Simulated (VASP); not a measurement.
A run of VASP 6.6.1 is set up as follows.

POSCAR

```
SiC
1.0
    3.0751950076      0.0000000000      0.0000000000
   -1.5375975038      2.6631969982      0.0000000000
    0.0000000000      0.0000000000      5.4520202008
Si C
2 2
Direct
    0.3333333333      0.6666666667      0.0046028828
    0.6666666667      0.3333333333      0.5046028828
    0.3333333333      0.6666666667      0.3803971172
    0.6666666667      0.3333333333      0.8803971172
```

Contents of INCAR.step1:

```
PREC = Accurate
ENCUT = 520
ISMEAR = 0
SIGMA = 0.05
LREAL = F
LASPH = T
NELM = 100
NBANDS = 16
GGA = PE
ALGO = Normal
EDIFF = 1E-4
LWAVE = T
LCHARG = F
```

The input INCAR.step2:

```
PREC = Accurate
ENCUT = 520
EDIFF = 1E-6
ISMEAR = 0
SIGMA = 0.05
LREAL = F
LASPH = T
NELM = 100
ALGO = Normal
ISIF = 2
LWAVE = F
LCHARG = T
METAGGA = R2SCAN
LMIXTAU = T
LELF = T
LVHAR = T
NBANDS = 16
ISTART = 1
```

The input KPOINTS:

```
regular mesh
0
Gamma
  12 12 6
```

Potentials or basis: VASP PAW PBE potentials, release 64 (Si, C).

The run is started by

```console
$ cat potpaw_PBE.64/Si/POTCAR potpaw_PBE.64/C/POTCAR > POTCAR
$ cp INCAR.step1 INCAR
$ mpirun -np 1 vasp_std > vasp.out
$ cp INCAR.step2 INCAR
$ mpirun -np 1 vasp_std > vasp.out
```

Q: What does it give for the band gap on the k mesh?

A: 2.49 eV (least direct gap 4.24 eV).

Q: Estimate the largest force.

A: 0.089 eV/Å.

Stress tensor (GPa, compression positive):
```
 -1.97   0.00   0.00
  0.00  -1.97   0.00
  0.00   0.00 -36.40
```

Caveat: the cell differs from its parent crystal (strain +0.000 along x and y, +0.080 along z); the cell stands under tension; the PAW data sets were made with another functional, which shifts forces and pressure a little. A k mesh can miss the band edges.
